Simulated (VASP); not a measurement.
# Mg9O8 (a cell with a defect) in VASP: a series of runs

The runs below take Mg9O8 (a cell with a defect) through single point, with LDA.

All numbers are computed with VASP 6.6.1; they aren't measurements. Logs are shortened: lines on timing, memory, paths and dates and some standing lists are left out, and cuts for length are marked.

### 1 The cell of the first run

The cell holds a defect, 17 atoms: a = 6.155 Å, b = 6.155 Å, c = 6.155 Å, α = 60.00°, β = 60.00°, γ = 60.00°.

### 2 Single point, LDA

INCAR

```
SYSTEM = Mg9O8
PREC = Accurate ; ENCUT = 520
EDIFF = 1E-6 ; ISMEAR = -1
SIGMA = 0.02 ; LREAL = Auto
LASPH = .True. ; NELM = 100
ALGO = Normal ; ISIF = 2
LWAVE = .False. ; LCHARG = .False.
NBANDS = 47
```

KPOINTS

```
regular mesh
0
Gamma
  1 1 1
  0 0 0
```

POSCAR

```
Mg9O8
1.0
    0.0000000000      4.3520000000      4.3520000000
    4.3520000000      0.0000000000      4.3520000000
    4.3520000000      4.3520000000      0.0000000000
Mg O
9 8
Direct
   -0.0196649816      0.0070604320      0.0068880974
   -0.0189934513      0.0320674403      0.4938891314
   -0.0187997472      0.4939206112      0.0319176241
   -0.0184538143      0.4939568015      0.4938099724
    0.4827591912      0.0049080882      0.0049152114
    0.4823987822      0.0049233686      0.5086947381
    0.4823005515      0.5088543199      0.0048607537
    0.6341355699      0.4558515625      0.4556312040
    0.2119331342      0.5966530331      0.5964152114
    0.2363374311      0.2549088925      0.2548631664
    0.2099372702      0.2392224265      0.7757867647
    0.2096939338      0.7759188879      0.2391284467
    0.2096119026      0.7762578125      0.7763049173
    0.7584211857      0.2429181985      0.2426812960
    0.7584944853      0.2429356618      0.7570880055
    0.7584632353      0.7573129596      0.2427028952
    0.7771192555      0.7412463235      0.7412580423
```

Potentials or basis: VASP PAW LDA potentials, release 64 (Mg, O).

The run is started by

```
$ cat potpaw_LDA.64/Mg/POTCAR potpaw_LDA.64/O/POTCAR > POTCAR
$ mpirun -np 1 vasp_gam > vasp.out
```

OUTCAR:

```text
SYSTEM = Mg9O8
   PREC = Accurate
   ENCUT = 520
   EDIFF = 1E-6
   ISMEAR = -1
   LREAL = Auto
   LASPH = .True.
   NELM = 100
   ISIF = 2

 ion  position               nearest neighbor table
   1  0.980  0.007  0.007-  13 2.01  12 2.01  11 2.01  16 2.05  15 2.05  14 2.05   5 3.08   6 3.08
                             7 3.08   7 3.08   6 3.08   3 3.08   2 3.08   5 3.08   4 3.08   4 3.08
   2  0.981  0.032  0.494-  14 2.07  15 2.07  10 2.08  17 2.17  12 2.23  13 2.23   9 2.24   8 2.40
                             3 2.84   4 2.84   6 3.05   5 3.05   1 3.08   1 3.08   5 3.11   6 3.11
   3  0.981  0.494  0.032-  14 2.07  16 2.07  10 2.08  17 2.17  13 2.23  11 2.23   9 2.24   8 2.40
                             2 2.84   4 2.84   7 3.05   5 3.05   1 3.08   1 3.08   5 3.11   7 3.11
   4  0.982  0.494  0.494-  15 2.07  16 2.07  10 2.08  17 2.17  12 2.23  11 2.23   9 2.24   8 2.40
                             3 2.84   2 2.84   7 3.05   6 3.05   1 3.08   1 3.08   6 3.11   7 3.11
   5  0.483  0.005  0.005-  10 2.18  11 2.19  12 2.19  16 2.24  15 2.24  17 2.30   3 3.05   2 3.05
                             7 3.05   6 3.06   1 3.08   1 3.08   6 3.10   7 3.10   2 3.11   3 3.11
   6  0.482  0.005  0.509-  10 2.18  11 2.19  13 2.19  16 2.24  14 2.24  17 2.30   4 3.05   2 3.05
                             7 3.05   5 3.06   1 3.08   1 3.08   5 3.10   7 3.10   2 3.11   4 3.11
   7  0.482  0.509  0.005-  10 2.18  13 2.19  12 2.19  15 2.24  14 2.24  17 2.30   4 3.05   3 3.05
                             6 3.05   5 3.05   1 3.08   1 3.08   5 3.10   6 3.10   3 3.11   4 3.11
   8  0.634  0.456  0.456-  16 1.93  15 1.93  14 1.93   9 2.12   2 2.40   3 2.40   4 2.40   6 3.17
                             5 3.17   7 3.17   5 3.17   7 3.17   6 3.17
   9  0.212  0.597  0.596-  13 1.91  12 1.91  11 1.91   8 2.12  17 2.19   2 2.24   3 2.24   4 2.24
                             6 3.36   7 3.36   5 3.36   7 3.37   5 3.37   6 3.37
  10  0.236  0.255  0.255-   4 2.08   3 2.08   2 2.08   6 2.18   7 2.18   5 2.18
  11  0.210  0.239  0.776-   9 1.91   1 2.01   6 2.19   5 2.19   4 2.23   3 2.23
  12  0.210  0.776  0.239-   9 1.91   1 2.01   7 2.19   5 2.19   4 2.23   2 2.23
  13  0.210  0.776  0.776-   9 1.91   1 2.01   7 2.19   6 2.19   3 2.23   2 2.23
  14  0.758  0.243  0.243-   8 1.93   1 2.05   3 2.07   2 2.07   7 2.24   6 2.24
  15  0.758  0.243  0.757-   8 1.93   1 2.05   4 2.07   2 2.07   7 2.24   5 2.24
  16  0.758  0.757  0.243-   8 1.93   1 2.05   4 2.07   3 2.07   5 2.24   6 2.24
  17  0.777  0.741  0.741-   4 2.17   2 2.17   3 2.17   9 2.19   7 2.30   5 2.30   6 2.30

  LATTYP: Found a face centered cubic cell.
 ALAT       =     8.7040000000

  Lattice vectors:

 A1 = (   0.0000000000,   4.3520000000,   4.3520000000)
 A2 = (   4.3520000000,   0.0000000000,   4.3520000000)
 A3 = (   4.3520000000,   4.3520000000,   0.0000000000)

Analysis of symmetry for initial positions (statically):
=====================================================================
 Subroutine PRICEL returns:
 Original cell was already a primitive cell.

 Routine SETGRP: Setting up the symmetry group for a
 face centered cubic supercell.
[... 141 lines left out ...]
   EFERMI_NEDOS =   21; number of points for ismear=-14 and -15
   IALGO  =     38    algorithm
   IMIX   =      4    mixing-type and parameters
     AMIX     =   0.40;   BMIX     =  1.00
     AMIX_MAG =   1.60;   BMIX_MAG =  1.00
  volume/ion in A,a.u.               =       9.70        65.44
  Fermi-wavevector in a.u.,A,eV,Ry     =   1.206583  2.280112 19.807945  1.455843
  Thomas-Fermi vector in A             =   2.342246
   LORBIT       =      0    0 simple, 1 ext, 2 COOP (PROOUT), +10 PAW based schemes
   GGA     = CA    functional components
   LHFCALC =     F    Hartree Fock is set to
   AEXX    =    0.0000 exact exchange contribution
   IVDW    =     0    specifies the selected vdW correction
   LEPSILON=     F    determine dielectric tensor
   LRPA    =     F    only Hartree local field effects (RPA)
 non-spin polarized calculation
  energy-cutoff  :      520.00
  volume of cell :      164.85
 maximum number of plane-waves:      2239
 NGX is ok and might be reduce to    48
   NGX = 23   NGY = 23   NGZ = 23

 number of electron      66.0000004 magnetization

 Free energy of the ion-electron system (eV)
  ---------------------------------------------------
  ext. energy  EPLUGINS =         0.00000000
  ---------------------------------------------------
  free energy    TOTEN  =       -94.55250006 eV

  energy without entropy =      -94.55250006  energy(sigma->0) =      -94.55250006

 E-fermi :   6.4607     XC(G=0): -11.3880

 val. band max:        5.9269347741   @ k =   0.0000   0.0000   0.0000
 cond. band min:       8.4680706306   @ k =   0.0000   0.0000   0.0000
 fundamental gap:      2.5411358565
 Fermi energy:         6.4607257351

 k-point     1 :       0.0000    0.0000    0.0000
  band No.  band energies     occupation
      1     -13.6903      2.00000
      2     -12.5205      2.00000
      3     -12.5191      2.00000
      4     -12.4824      2.00000
      5     -12.4641      2.00000
      6     -12.1525      2.00000
[... 37 lines left out ...]
     44      13.7600      0.00000
     45      14.3063      0.00000
 [bands above 45 left out]

------------------------ aborting loop because EDIFF is reached ----------------------------------------

  FORCE on cell =-STRESS in cart. coord.  units (eV):
  Direction    XX          YY          ZZ          XY          YZ          ZX
  --------------------------------------------------------------------------------------
  -------------------------------------------------------------------------------------
  Total       15.3044008     15.2946951     15.2828826     -4.1392310      4.1286653     -4.1412711
  in kB      148.7408493    148.6465217    148.5317174    -40.2284768     40.1257910    -40.2483047
  external PRESSURE =     148.6396961 kB  Pullay stress =       0.0000000 kB

 VOLUME and BASIS-vectors are now :
 -----------------------------------------------------------------------------
  energy-cutoff  :      520.00
  volume of cell :      164.85
      direct lattice vectors                 reciprocal lattice vectors
     0.000000000  4.352000000  4.352000000    -0.114889706  0.114889706  0.114889706
     4.352000000  0.000000000  4.352000000     0.114889706 -0.114889706  0.114889706
     4.352000000  4.352000000  0.000000000     0.114889706  0.114889706 -0.114889706

 POSITION                                       TOTAL-FORCE (eV/Angst)
 -----------------------------------------------------------------------------------
      0.06070      4.29639      4.29715        -0.010644      0.009022      0.011033
      2.28896      6.41875      4.40890         0.059274     -0.056390     -0.020199
      2.28845      4.40909      6.41973         0.059355     -0.022923     -0.056794
      4.29876      6.42075      6.42139         0.024332     -0.061425     -0.061284
      0.04275      2.12236      2.12233         0.077011      0.021279      0.023284
      2.23527      4.31324      2.12083        -0.023315     -0.074265      0.027326
[... 9 lines left out ...]
      4.35207      4.35707      6.59666        -0.025800      0.019008     -1.043880
      6.45186      6.60798      6.60793        -0.495463      0.503770      0.507582
 -----------------------------------------------------------------------------------
    total drift:                               -0.001673      0.000393     -0.001635

  FREE ENERGIE OF THE ION-ELECTRON SYSTEM (eV)
  ---------------------------------------------------
  free  energy   TOTEN  =       -94.5525000576 eV

  energy  without entropy=      -94.5525000576  energy(sigma->0) =      -94.55250006
```

Wall time 13 s (1 thread of Intel Xeon 6975P-C (Granite Rapids), shared host); peak memory 0.23 GiB.

What came out:

```
Free energy            : -94.5525 eV
Pressure               : 14.9 GPa
Largest force          : 1.044 eV/Å
Band gap on the k mesh : 2.54 eV
```

Forces on the atoms (eV/Å):
```
Mg  -0.011  0.009  0.011
Mg   0.059 -0.056 -0.020
Mg   0.059 -0.023 -0.057
Mg   0.024 -0.061 -0.061
Mg   0.077  0.021  0.023
Mg  -0.023 -0.074  0.027
Mg  -0.026  0.029 -0.072
Mg  -0.266  0.266  0.267
Mg   0.585 -0.590 -0.595
O   -0.049  0.044  0.041
O    0.026 -0.022  0.973
O    0.027  0.975 -0.023
O   -0.977 -0.025 -0.024
O    1.042  0.028  0.026
O   -0.028 -1.043  0.019
O   -0.026  0.019 -1.044
O   -0.495  0.504  0.508
```

Caveat: the k points lie up to 1.25 Å⁻¹ apart.

### 3 Single point, LDA

INCAR

```
  PREC = Accurate
  ENCUT = 520
  EDIFF = 1E-6
  ISMEAR = -1
  SIGMA = 0.02
  LREAL = Auto
  LASPH = T
  NELM = 80
  ALGO = Normal
  ISIF = 2
  LWAVE = F
  LCHARG = F
  NBANDS = 47
```

KPOINTS

```
regular mesh
0
Gamma
  1 1 1
```

POSCAR

```
Mg9O8
1.0
    0.0000000000      4.3520000000      4.3520000000
    4.3520000000      0.0000000000      4.3520000000
    4.3520000000      4.3520000000      0.0000000000
Mg O
9 8
Direct
    0.0054303768      0.0063039982      0.0185622702
    0.0449897748      0.0455063189      0.3639072840
    0.0054298024      0.4695042509      0.0185495175
   -0.0083635110      0.4952879136      0.5176261489
    0.4686518842      0.0063177849      0.0185507812
    0.4945654871     -0.0076289062      0.5177665441
    0.4930441176      0.4937463235      0.0193258272
    0.4945375689      0.4951338465      0.5178006664
   -0.0959497932      0.9048767233      0.7859964384
    0.2571066176      0.2581339614      0.2415360754
    0.2443776425      0.2453220358      0.7647462086
    0.2570449219      0.7431170726      0.2415619256
    0.2607985983      0.7247181756      0.7897243796
    0.7425357307      0.2577815947      0.2416664752
    0.7240966222      0.2613075597      0.7902358686
    0.7597724035      0.7596694623      0.2208951057
    0.7240288373      0.7242241498      0.7902907858
```

Potentials or basis: VASP PAW LDA potentials, release 64 (Mg, O).

The run is started by

```
$ cat potpaw_LDA.64/Mg/POTCAR potpaw_LDA.64/O/POTCAR > POTCAR
$ mpirun -np 1 vasp_gam > vasp.out
```

Run time: 13 s. Hardware: 1 thread of Intel Xeon 6975P-C (Granite Rapids), shared host; peak memory 0.24 GiB.

The run converged. Its results:

- Free energy: -94.5550 eV
- Pressure: 14.9 GPa
- Largest force: 1.033 eV/Å
- Band gap on the k mesh: 2.54 eV

Forces on the atoms (eV/Å):
```
Mg   0.060  0.059 -0.040
Mg  -0.252 -0.255  0.251
Mg   0.041  0.058 -0.059
Mg  -0.023  0.052  0.023
Mg   0.054  0.043 -0.054
Mg   0.052 -0.022  0.020
Mg  -0.008 -0.010  0.007
Mg  -0.020 -0.022 -0.052
Mg   0.594  0.603 -0.591
O   -0.027 -0.015 -1.032
O   -0.055 -0.040  0.057
O    1.031 -0.011  0.027
O   -0.003 -0.959  0.000
O   -0.008  1.027  0.012
O   -0.959  0.000 -0.014
O   -0.492 -0.509  0.488
O    0.014  0.003  0.957
```

Stress tensor (GPa, compression positive):
```
14.91  4.06 -4.08
 4.06 14.86 -4.06
-4.08 -4.06 14.92
```

Levels at points of the mesh, in eV from the valence-band top:
```tsv
k point	band 31	band 32	band 33	band 34	band 35	band 36
(0.00, 0.00, 0.00)	-3.00	-2.86	0.00	2.54	3.25	3.28
```

Caveat: the k points lie up to 1.25 Å⁻¹ apart.

### 4 Single point, LDA

INCAR

```
  PREC = Accurate
  ENCUT = 520
  EDIFF = 1E-6
  ISMEAR = -1
  SIGMA = 0.02
  LREAL = Auto
  LASPH = True
  NELM = 60
  ALGO = Normal
  ISIF = 2
  LWAVE = False
  LCHARG = False
  GGA = CA
  NBANDS = 47
```

KPOINTS

```
regular mesh
0
Gamma
  3 3 3
```

POSCAR

```
Mg9O8
1.0
    0.0000000000      4.3520000000      4.3520000000
    4.3520000000      0.0000000000      4.3520000000
    4.3520000000      4.3520000000      0.0000000000
Mg O
9 8
Direct
   -0.0196649843      0.0070604970      0.0068879929
   -0.0189935645      0.0320674430      0.4938892084
   -0.0187997473      0.4939205806      0.0319176110
   -0.0184538612      0.4939568703      0.4938099634
    0.4827591883      0.0049081023      0.0049152004
    0.4823987845      0.0049233562      0.5086948408
    0.4823006730      0.5088542571      0.0048607082
    0.6341355793      0.4558515295      0.4556312379
    0.2119331233      0.5966529701      0.5964152427
    0.2363375031      0.2549088877      0.2548631069
    0.2099372416      0.2392224590      0.7757867924
    0.2096939433      0.7759188567      0.2391284264
    0.2096118019      0.7762578480      0.7763049222
    0.7584212494      0.2429181626      0.2426812850
    0.7584945245      0.2429356100      0.7570880014
    0.7584632899      0.7573129483      0.2427028808
    0.7771192551      0.7412464217      0.7412579792
```

Potentials or basis: VASP PAW LDA potentials, release 64 (Mg, O).

The run is started by

```
$ cat potpaw_LDA.64/Mg/POTCAR potpaw_LDA.64/O/POTCAR > POTCAR
$ mpirun -np 1 vasp_std > vasp.out
```

OUTCAR:

```text
PREC = Accurate
   ENCUT = 520
   EDIFF = 1E-6
   ISMEAR = -1
   LREAL = Auto
   LASPH = True
   NELM = 60
   ISIF = 2
   GGA = CA

 ion  position               nearest neighbor table
   1  0.980  0.007  0.007-  13 2.01  12 2.01  11 2.01  16 2.05  15 2.05  14 2.05   5 3.08   6 3.08
                             7 3.08   7 3.08   6 3.08   3 3.08   2 3.08   5 3.08   4 3.08   4 3.08
   2  0.981  0.032  0.494-  14 2.07  15 2.07  10 2.08  17 2.17  12 2.23  13 2.23   9 2.24   8 2.40
                             3 2.84   4 2.84   6 3.05   5 3.05   1 3.08   1 3.08   5 3.11   6 3.11
   3  0.981  0.494  0.032-  14 2.07  16 2.07  10 2.08  17 2.17  13 2.23  11 2.23   9 2.24   8 2.40
                             2 2.84   4 2.84   7 3.05   5 3.05   1 3.08   1 3.08   5 3.11   7 3.11
   4  0.982  0.494  0.494-  15 2.07  16 2.07  10 2.08  17 2.17  12 2.23  11 2.23   9 2.24   8 2.40
                             3 2.84   2 2.84   7 3.05   6 3.05   1 3.08   1 3.08   6 3.11   7 3.11
   5  0.483  0.005  0.005-  10 2.18  11 2.19  12 2.19  16 2.24  15 2.24  17 2.30   3 3.05   2 3.05
                             7 3.05   6 3.06   1 3.08   1 3.08   6 3.10   7 3.10   2 3.11   3 3.11
   6  0.482  0.005  0.509-  10 2.18  11 2.19  13 2.19  16 2.24  14 2.24  17 2.30   4 3.05   2 3.05
[... 231 lines left out ...]
      5     -12.8692      2.00000
      6     -12.6506      2.00000
[... 661 lines left out ...]
     44      13.0471      0.00000
     45      13.2511      0.00000
 [bands above 45 left out]

------------------------ aborting loop because EDIFF is reached ----------------------------------------

  FORCE on cell =-STRESS in cart. coord.  units (eV):
  Direction    XX          YY          ZZ          XY          YZ          ZX
  --------------------------------------------------------------------------------------
  -------------------------------------------------------------------------------------
  Total       10.8105444     10.8008140     10.7882745     -4.2748958      4.2752795     -4.2790672
  in kB      105.0658293    104.9712608    104.8493915    -41.5469804     41.5507095    -41.5875209
  external PRESSURE =     104.9621605 kB  Pullay stress =       0.0000000 kB

 VOLUME and BASIS-vectors are now :
 -----------------------------------------------------------------------------
  energy-cutoff  :      520.00
  volume of cell :      164.85
      direct lattice vectors                 reciprocal lattice vectors
     0.000000000  4.352000000  4.352000000    -0.114889706  0.114889706  0.114889706
     4.352000000  0.000000000  4.352000000     0.114889706 -0.114889706  0.114889706
     4.352000000  4.352000000  0.000000000     0.114889706  0.114889706 -0.114889706

 POSITION                                       TOTAL-FORCE (eV/Angst)
 -----------------------------------------------------------------------------------
      0.06070      4.29639      4.29715         0.008224     -0.009747     -0.007596
      2.28896      6.41875      4.40890         0.001483      0.002663      0.014893
      2.28845      4.40909      6.41973         0.002248      0.012339      0.001917
      4.29876      6.42075      6.42139        -0.011194     -0.005141     -0.004683
      0.04275      2.12236      2.12233         0.031772      0.011609      0.011878
      2.23527      4.31324      2.12083        -0.016161     -0.028568      0.016317
[... 9 lines left out ...]
      4.35207      4.35708      6.59666         0.011589     -0.017543      0.022489
      6.45186      6.60798      6.60793        -0.019551      0.027742      0.032622
 -----------------------------------------------------------------------------------
    total drift:                               -0.001350     -0.000010     -0.001946

  FREE ENERGIE OF THE ION-ELECTRON SYSTEM (eV)
  ---------------------------------------------------
  free  energy   TOTEN  =       -98.0394905796 eV

  energy  without entropy=      -98.0394825853  energy(sigma->0) =      -98.03948658
```

OSZICAR:

```text
N       E                     dE             d eps       ncg     rms          rms(c)
DAV:   1     0.327389605923E+03    0.32739E+03   -0.32570E+04  1340   0.128E+03
DAV:   2    -0.860952073719E+02   -0.41348E+03   -0.40145E+03  1676   0.270E+02
DAV:   3    -0.111755800755E+03   -0.25661E+02   -0.25529E+02  1616   0.692E+01
DAV:   4    -0.111975165712E+03   -0.21936E+00   -0.21904E+00  1608   0.705E+00
DAV:   5    -0.111976787383E+03   -0.16217E-02   -0.16214E-02  1561   0.603E-01    0.206E+01
DAV:   6    -0.987074832361E+02    0.13269E+02   -0.55083E+01  1617   0.327E+01    0.668E+00
DAV:   7    -0.983115831346E+02    0.39590E+00   -0.19349E+00  1569   0.611E+00    0.381E+00
DAV:   8    -0.980564814960E+02    0.25510E+00   -0.35221E-01  1520   0.344E+00    0.671E-01
DAV:   9    -0.980397145679E+02    0.16767E-01   -0.27193E-02  1640   0.967E-01    0.207E-01
DAV:  10    -0.980397040267E+02    0.10541E-04   -0.79764E-03  1520   0.412E-01    0.133E-01
DAV:  11    -0.980395496486E+02    0.15438E-03   -0.14406E-03  1624   0.271E-01    0.601E-02
DAV:  12    -0.980394880319E+02    0.61617E-04   -0.32040E-04  1832   0.132E-01    0.155E-02
DAV:  13    -0.980394913001E+02   -0.32682E-05   -0.56344E-05  1512   0.358E-02    0.794E-03
DAV:  14    -0.980394905796E+02    0.72053E-06   -0.27799E-06  1368   0.985E-03
   1 F= -.98039491E+02 E0= -.98039487E+02  d E =-.799434E-05
```

It took 2 min on 1 thread of Intel Xeon 6975P-C (Granite Rapids), shared host; peak memory 0.28 GiB.

Results:

```yaml
Free_energy: -98.0395 eV
Pressure: 10.5 GPa
Largest_force: 0.047 eV/Å
Band_gap_on_the_k_mesh: 0.40 eV
```

Forces on the atoms (eV/Å):
```
Mg   0.008 -0.010 -0.008
Mg   0.001  0.003  0.015
Mg   0.002  0.012  0.002
Mg  -0.011 -0.005 -0.005
Mg   0.032  0.012  0.012
Mg  -0.016 -0.029  0.016
Mg  -0.018  0.019 -0.026
Mg   0.014 -0.012 -0.010
Mg  -0.005  0.003  0.001
O    0.000  0.000  0.001
O    0.003  0.002 -0.015
O    0.003 -0.011  0.003
O    0.005 -0.003 -0.001
O   -0.023 -0.015 -0.018
O    0.011  0.024 -0.021
O    0.012 -0.018  0.022
O   -0.020  0.028  0.033
```

Levels at points of the mesh, in eV from the valence-band top:
| k point | band 30 | band 31 | band 32 | band 33 | band 34 | band 35 | band 36 | band 37 |
| --- | --- | --- | --- | --- | --- | --- | --- | --- |
| (0.00, 0.00, 0.00) | -5.68 | -5.68 | -5.50 | -2.23 | 0.58 | 0.94 | 1.11 | 1.12 |
